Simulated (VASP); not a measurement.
# Si16O (a cell with a defect) in VASP: single point with r2SCAN

Aim: the single point of Si16O (a cell with a defect) with r2SCAN.

Everything below comes from runs of VASP 6.6.1. Logs are shortened: lines on timing, memory, paths and dates and some standing lists are left out, and cuts for length are marked.

### 1 The cell of the first run

The cell holds a defect, 17 atoms: a = 7.679 Å, b = 7.679 Å, c = 7.679 Å, α = 60.00°, β = 60.00°, γ = 60.00°.

### 2 Single point, r2SCAN, collinear spin, zero start

The input, POSCAR:

```
Si16O
1.0
    0.0000000000      5.4300000000      5.4300000000
    5.4300000000      0.0000000000      5.4300000000
    5.4300000000      5.4300000000      0.0000000000
Si O
16 1
Direct
    0.0005988950      0.0127456722      0.0000653775
    0.1193011050      0.1386605893      0.1290920810
   -0.0064313076      0.0130629834      0.5043294659
    0.1175384899      0.1423279926      0.6257546961
    0.0024139963      0.5086497238      0.0104856354
    0.1248617864      0.6390643646      0.1282881215
   -0.0048889503      0.5170121547      0.5036265193
    0.1201778085      0.6390413444      0.6301767035
    0.4897877532      0.0317439227     -0.0016558932
    0.6260820442      0.1329899632      0.1341958564
    0.4918398711      0.0124409761      0.5085325046
    0.6187037753      0.1397945672      0.6275612339
    0.4949496317      0.5065192449      0.0007048803
    0.5949619705      0.6722238490      0.0939151934
    0.5066497238      0.5105335175      0.5000882136
    0.6197918969      0.6389790055      0.6299320442
    0.7488157459      0.5228991713      0.2527463168
```

The input, INCAR.step1:

```
ALGO = Normal
EDIFF = 1E-4
ENCUT = 520
GGA = PE
ISMEAR = 0
ISPIN = 2
LASPH = True
LCHARG = False
LREAL = Auto
LWAVE = True
MAGMOM = 0 0 0 0 0 0 0 0 0 0 0 0 0 0 0 0 0
NBANDS = 53
NELM = 150
PREC = Accurate
SIGMA = 0.05
```

The input, INCAR.step2:

```
ALGO = Normal
EDIFF = 1E-6
ENCUT = 520
ISIF = 2
ISMEAR = 0
ISPIN = 2
ISTART = 1
LASPH = True
LCHARG = False
LMIXTAU = True
LORBIT = 11
LREAL = Auto
LWAVE = False
MAGMOM = 0 0 0 0 0 0 0 0 0 0 0 0 0 0 0 0 0
METAGGA = R2SCAN
NBANDS = 53
NELM = 150
PREC = Accurate
SIGMA = 0.05
```

The input, KPOINTS:

```
k-points
0
Gamma
  2 2 2
```

Potentials or basis: VASP PAW PBE potentials, release 64 (Si, O).

On the command line:

```sh
cat potpaw_PBE.64/Si/POTCAR potpaw_PBE.64/O/POTCAR > POTCAR
cp INCAR.step1 INCAR
mpirun -np 1 vasp_std > vasp.out
cp INCAR.step2 INCAR
mpirun -np 1 vasp_std > vasp.out
```

OUTCAR:

```text
EDIFF = 1E-6
   ENCUT = 520
   ISIF = 2
   ISMEAR = 0
   ISPIN = 2
   ISTART = 1
   LASPH = True
   LORBIT = 11
   LREAL = Auto
   METAGGA = R2SCAN
   NELM = 150
   PREC = Accurate

 ion  position               nearest neighbor table
   1  0.001  0.013  0.000-   2 2.34   6 2.34   4 2.35  10 2.35
   2  0.119  0.139  0.129-   5 2.32   9 2.33   1 2.34   3 2.35
   3  0.994  0.013  0.504-   8 2.35   4 2.35  12 2.35   2 2.35
   4  0.118  0.142  0.626-  11 2.35   1 2.35   3 2.35   7 2.35
   5  0.002  0.509  0.010-  17 1.91   2 2.32   6 2.32   8 2.39  14 2.58
   6  0.125  0.639  0.128-  13 2.32   5 2.32   1 2.34   7 2.35
   7  0.995  0.517  0.504-   8 2.34   4 2.35  16 2.35   6 2.35
   8  0.120  0.639  0.630-   7 2.34   3 2.35   5 2.39  15 2.42
   9  0.490  0.032  0.998-  14 2.27   2 2.33  12 2.33  10 2.35
  10  0.626  0.133  0.134-  13 2.34   9 2.35  11 2.35   1 2.35
  11  0.492  0.012  0.509-  12 2.34  16 2.34   4 2.35  10 2.35
  12  0.619  0.140  0.628-  15 2.33   9 2.33  11 2.34   3 2.35
  13  0.495  0.507  0.001-  14 2.27   6 2.32  16 2.33  10 2.34
  14  0.595  0.672  0.094-  17 1.70   9 2.27  13 2.27  15 2.57   5 2.58
  15  0.507  0.511  0.500-  17 1.88  12 2.33  16 2.33   8 2.42  14 2.57
  16  0.620  0.639  0.630-  13 2.33  15 2.33  11 2.34   7 2.35
  17  0.749  0.523  0.253-  14 1.70  15 1.88   5 1.91

  LATTYP: Found a face centered cubic cell.
 ALAT       =    10.8600000000

  Lattice vectors:

 A1 = (   0.0000000000,   5.4300000000,   5.4300000000)
 A2 = (   5.4300000000,   0.0000000000,   5.4300000000)
 A3 = (   5.4300000000,   5.4300000000,   0.0000000000)

Analysis of symmetry for initial positions (statically):
=====================================================================
 Subroutine PRICEL returns:
 Original cell was already a primitive cell.

 Routine SETGRP: Setting up the symmetry group for a
 face centered cubic supercell.

 Subroutine GETGRP returns: Found  1 space group operations
 (whereof  1 operations were pure point group operations)
 out of a pool of 48 trial point group operations.

The static configuration has the point symmetry C_1 .

Analysis of symmetry for dynamics (positions and initial velocities):
=====================================================================
 Subroutine PRICEL returns:
 Original cell was already a primitive cell.

 Routine SETGRP: Setting up the symmetry group for a
 face centered cubic supercell.

 Subroutine GETGRP returns: Found  1 space group operations
 (whereof  1 operations were pure point group operations)
 out of a pool of 48 trial point group operations.

The dynamic configuration has the point symmetry C_1 .

Analysis of structural, dynamic, and magnetic symmetry:
=====================================================================
 Subroutine PRICEL returns:
 Original cell was already a primitive cell.

 Routine SETGRP: Setting up the symmetry group for a
 face centered cubic supercell.

 Subroutine GETGRP returns: Found  1 space group operations
 (whereof  1 operations were pure point group operations)
 out of a pool of 48 trial point group operations.

The overall configuration has the point symmetry C_1 .

 Subroutine INISYM returns: Found  1 space group operations
 (whereof  1 operations are pure point group operations),
 and found     1 'primitive' translations

----------------------------------------------------------------------------------------

                                     Primitive cell

  volume of cell :     320.2060

  direct lattice vectors                    reciprocal lattice vectors
     0.000000000  5.430000000  5.430000000    -0.092081031  0.092081031  0.092081031
     5.430000000  0.000000000  5.430000000     0.092081031 -0.092081031  0.092081031
     5.430000000  5.430000000  0.000000000     0.092081031  0.092081031 -0.092081031

  length of vectors
     7.679179644  7.679179644  7.679179644     0.159489025  0.159489025  0.159489025

  position of ions in fractional coordinates (direct lattice)
     0.000598895  0.012745672  0.000065378
     0.119301105  0.138660589  0.129092081
     0.993568692  0.013062983  0.504329466
     0.117538490  0.142327993  0.625754696
     0.002413996  0.508649724  0.010485635
[... 74 lines left out ...]
   ions per type =              16   1
   NGX,Y,Z   is equivalent  to a cutoff of  12.99, 12.99, 12.99 a.u.
   NGXF,Y,Z  is equivalent  to a cutoff of  25.98, 25.98, 25.98 a.u.
 SYSTEM =  unknown system
   PREC   = accura    normal or accurate (medium, high low for compatibility)
   ISTART =      1    job   : 0-new  1-cont  2-samecut
   ICHARG =      0    charge: 1-file 2-atom 10-const
   ISPIN  =      2    spin polarized calculation?
   LNONCOLLINEAR =      F non collinear calculations
   LSORBIT =      F    spin-orbit coupling
   LASPH  =      T    aspherical Exc in radial PAW
   ENCUT  =  520.0 eV  38.22 Ry    6.18 a.u.  14.28 14.28 14.28*2*pi/ulx,y,z
   NELM   =    150;   NELMIN=  2; NELMDL=  0     # of ELM steps
   EDIFF  = 0.1E-05   stopping-criterion for ELM
   LREAL  =      T    real-space projection
   EDIFFG = 0.1E-04   stopping-criterion for IOM
   NSW    =      0    number of steps for IOM
   IBRION =     -1    ionic relax: 0-MD 1-quasi-New 2-CG
   NFREE  =      0    steps in history (QN), initial steepest desc. (CG)
   ISIF   =      2    stress and relaxation
   ISYM   =      2    0-nonsym 1-usesym 2-fastsym
   POTIM  = 0.5000    time-step for ionic-motion
   TEBEG  =    0.0;   TEEND  =   0.0 temperature during run
   PSTRESS=    0.0 pullay stress
   NELECT =      70.0000    total number of electrons
   NUPDOWN=      -1.0000    fix difference up-down
   EMIN   =  10.00;   EMAX   =-10.00  energy-range for DOS
   EFERMI =   0.00;   METHOD = LEGACY
   ISMEAR =     0;   SIGMA  =   0.05  broadening in eV -4-tet -1-fermi 0-gaus
   EFERMI_NEDOS =   21; number of points for ismear=-14 and -15
   IALGO  =     38    algorithm
   IMIX   =      4    mixing-type and parameters
     AMIX     =   0.40;   BMIX     =  1.00
     AMIX_MAG =   1.60;   BMIX_MAG =  1.00
  volume/ion in A,a.u.               =      18.84       127.11
  Fermi-wavevector in a.u.,A,eV,Ry     =   0.986199  1.863645 13.232857  0.972588
  Thomas-Fermi vector in A             =   2.117562
   LORBIT       =     11    0 simple, 1 ext, 2 COOP (PROOUT), +10 PAW based schemes
   METAGGA = R2SCAN    functional components
   LHFCALC =     F    Hartree Fock is set to
   AEXX    =    0.0000 exact exchange contribution
   IVDW    =     0    specifies the selected vdW correction
   LEPSILON=     F    determine dielectric tensor
   LRPA    =     F    only Hartree local field effects (RPA)
 spin polarized calculation
 Gauss-broadening in eV      SIGMA  =   0.05
  energy-cutoff  :      520.00
  volume of cell :      320.21
 maximum number of plane-waves:      8646
 NGX is ok and might be reduce to    60
   NGX = 29   NGY = 29   NGZ = 29

 number of electron      69.9999999 magnetization       0.0000006

 number of electron      69.9999999 magnetization      -0.0000003

 Free energy of the ion-electron system (eV)
  ---------------------------------------------------
  ext. energy  EPLUGINS =         0.00000000
  ---------------------------------------------------
  free energy    TOTEN  =      -145.93971600 eV

  energy without entropy =     -145.93679949  energy(sigma->0) =     -145.93825775

 E-fermi :   6.3386     XC(G=0):  -9.9920

 val. band max:        6.2915870243   @ k =   0.0000   0.0000   0.0000
 cond. band min:       6.3855521310   @ k =   0.0000   0.0000   0.0000
 fundamental gap:      0.0939651067
 Fermi energy:         6.3385694264

 spin component 1

 k-point     1 :       0.0000    0.0000    0.0000
  band No.  band energies     occupation
      1     -16.4610      1.00000
      2      -6.4355      1.00000
      3      -5.0164      1.00000
      4      -4.3904      1.00000
      5      -4.2403      1.00000
      6      -3.7729      1.00000
[... 389 lines left out ...]
     46      10.6009      0.00000
     47      10.6836      0.00000
 Fermi energy:         6.3385694264

 spin component 2

 k-point     1 :       0.0000    0.0000    0.0000
  band No.  band energies     occupation
      1     -16.4610      1.00000
      2      -6.4355      1.00000
      3      -5.0164      1.00000
      4      -4.3904      1.00000
      5      -4.2403      1.00000
      6      -3.7729      1.00000
[... 389 lines left out ...]
     46      10.6009      0.00000
     47      10.6836      0.00000
 [bands above 47 left out]

------------------------ aborting loop because EDIFF is reached ----------------------------------------

  FORCE on cell =-STRESS in cart. coord.  units (eV):
  Direction    XX          YY          ZZ          XY          YZ          ZX
  --------------------------------------------------------------------------------------
  -------------------------------------------------------------------------------------
  Total        4.4396568      7.3134795      4.3598661     -0.0550785      0.0050608      1.7587351
  in kB       22.2141907     36.5936008     21.8149512     -0.2755899      0.0253222      8.7999767
  external PRESSURE =      26.8742476 kB  Pullay stress =       0.0000000 kB

 VOLUME and BASIS-vectors are now :
 -----------------------------------------------------------------------------
  energy-cutoff  :      520.00
  volume of cell :      320.21
      direct lattice vectors                 reciprocal lattice vectors
     0.000000000  5.430000000  5.430000000    -0.092081031  0.092081031  0.092081031
     5.430000000  0.000000000  5.430000000     0.092081031 -0.092081031  0.092081031
     5.430000000  5.430000000  0.000000000     0.092081031  0.092081031 -0.092081031

 POSITION                                       TOTAL-FORCE (eV/Angst)
 -----------------------------------------------------------------------------------
      0.06956      0.00361      0.07246         0.003922      0.009520      0.004609
      1.45390      1.34877      1.40073        -0.032877      0.015977     -0.006853
      2.80944      8.13359      5.46601        -0.024427      0.007242      0.004775
      4.17069      4.03608      1.41107         0.006196      0.000596     -0.005798
      2.81891      0.07005      2.77508         0.034694     -0.045163     -0.016038
      4.16672      1.37460      4.14812         0.027465     -0.011123     -0.005534
[... 9 lines left out ...]
      6.89019      6.78600      6.83513        -0.007462     -0.004831     -0.005868
      4.21176      5.43848      6.90541        -0.041749      0.089717     -0.022380
 -----------------------------------------------------------------------------------
    total drift:                               -0.001423      0.000406      0.008849

  FREE ENERGIE OF THE ION-ELECTRON SYSTEM (eV)
  ---------------------------------------------------
  free  energy   TOTEN  =      -145.9397160036 eV

  energy  without entropy=     -145.9367994867  energy(sigma->0) =     -145.93825775

 total charge

# of ion       s       p       d       tot
------------------------------------------
    1        0.735   0.981   0.000   1.716
    2        0.740   0.988   0.000   1.729
    3        0.735   0.980   0.000   1.715
    4        0.733   0.983   0.000   1.716
    5        0.750   0.887   0.000   1.636
    6        0.741   0.987   0.000   1.728
[... 9 lines left out ...]
   16        0.742   0.985   0.000   1.727
   17        1.592   3.557   0.000   5.149
--------------------------------------------------
tot         13.453  19.017   0.000  32.470

 magnetization (x)

# of ion       s       p       d       tot
------------------------------------------
    1       -0.000   0.000   0.000  -0.000
    2        0.000   0.000   0.000   0.000
    3        0.000   0.000   0.000   0.000
    4        0.000   0.000   0.000   0.000
    5       -0.000   0.000   0.000  -0.000
    6        0.000   0.000   0.000   0.000
[... 9 lines left out ...]
   16       -0.000   0.000   0.000   0.000
   17       -0.000  -0.000   0.000  -0.000
--------------------------------------------------
tot         -0.000   0.000   0.000  -0.000
```

Run time: 20 min. Hardware: 1 thread of Intel Xeon Platinum 8488C (Sapphire Rapids), shared host; peak memory 0.81 GiB.

Results:

| Property | Result |
| --- | --- |
| Free energy | -145.9397 eV |
| Pressure | 2.7 GPa |
| Largest force | 0.188 eV/Å |
| Band gap on the k mesh | 0.09 eV |
| Net moment | 0.00 μB per cell |
| Valence electrons inside the program's atomic spheres | Si 1.72, 1.73, 1.64, 1.69, 1.74, 1.71, 1.68, 1.63; O 5.15 |

Forces on the atoms (eV/Å):
```
Si   0.004  0.010  0.005
Si  -0.033  0.016 -0.007
Si  -0.024  0.007  0.005
Si   0.006  0.001 -0.006
Si   0.035 -0.045 -0.016
Si   0.027 -0.011 -0.006
Si   0.002 -0.003 -0.003
Si  -0.064  0.011  0.076
Si  -0.011 -0.005  0.017
Si  -0.003 -0.013  0.005
Si  -0.004  0.005 -0.005
Si   0.008 -0.013  0.030
Si  -0.015  0.005  0.015
Si  -0.039 -0.044  0.015
Si   0.161 -0.006 -0.097
Si  -0.007 -0.005 -0.006
O   -0.042  0.090 -0.022
```

Stress tensor (GPa, compression positive):
```
 2.22 -0.03  0.88
-0.03  3.66  0.00
 0.88  0.00  2.18
```

Levels at points of the mesh, in eV from the valence-band top:
Spin up:
```
           k point  band 32  band 33  band 34  band 35  band 36  band 37  band 38  band 39
(0.00, 0.00, 0.00)    -0.98    -0.75    -0.48     0.00     0.09     0.45     0.67     0.78
(0.50, 0.00, 0.00)    -1.47    -1.41    -1.03    -0.59     0.93     1.17     1.38     1.46
(0.00, 0.50, 0.00)    -1.59    -1.26    -1.22    -0.19     0.48     1.25     1.36     1.38
(0.00, 0.00, 0.50)    -1.47    -1.42    -1.03    -0.59     0.94     1.16     1.39     1.47
(0.50, 0.50, 0.50)    -1.60    -1.25    -1.22    -0.24     0.57     1.28     1.34     1.40
(0.50, 0.50, 0.00)    -2.04    -1.83    -1.61    -0.61     1.09     1.33     1.37     2.29
(0.00, 0.50, 0.50)    -2.03    -1.83    -1.61    -0.60     1.09     1.33     1.37     2.29
(0.50, 0.00, 0.50)    -1.88    -1.84    -1.23    -1.13     0.88     0.89     1.22     2.21
```
Spin down:
| k point | band 32 | band 33 | band 34 | band 35 | band 36 | band 37 | band 38 | band 39 |
| --- | --- | --- | --- | --- | --- | --- | --- | --- |
| (0.00, 0.00, 0.00) | -0.98 | -0.75 | -0.48 | 0.00 | 0.09 | 0.45 | 0.67 | 0.78 |
| (0.50, 0.00, 0.00) | -1.47 | -1.41 | -1.03 | -0.59 | 0.93 | 1.17 | 1.38 | 1.46 |
| (0.00, 0.50, 0.00) | -1.59 | -1.26 | -1.22 | -0.19 | 0.48 | 1.25 | 1.36 | 1.38 |
| (0.00, 0.00, 0.50) | -1.47 | -1.42 | -1.03 | -0.59 | 0.94 | 1.16 | 1.39 | 1.47 |
| (0.50, 0.50, 0.50) | -1.60 | -1.25 | -1.22 | -0.24 | 0.57 | 1.28 | 1.34 | 1.40 |
| (0.50, 0.50, 0.00) | -2.04 | -1.83 | -1.61 | -0.61 | 1.09 | 1.33 | 1.37 | 2.29 |
| (0.00, 0.50, 0.50) | -2.03 | -1.83 | -1.61 | -0.60 | 1.09 | 1.33 | 1.37 | 2.29 |
| (0.50, 0.00, 0.50) | -1.88 | -1.84 | -1.23 | -1.13 | 0.88 | 0.89 | 1.22 | 2.21 |

Caveat: the k points lie up to 0.50 Å⁻¹ apart; the PAW data sets were made with another functional, which shifts forces and pressure a little.
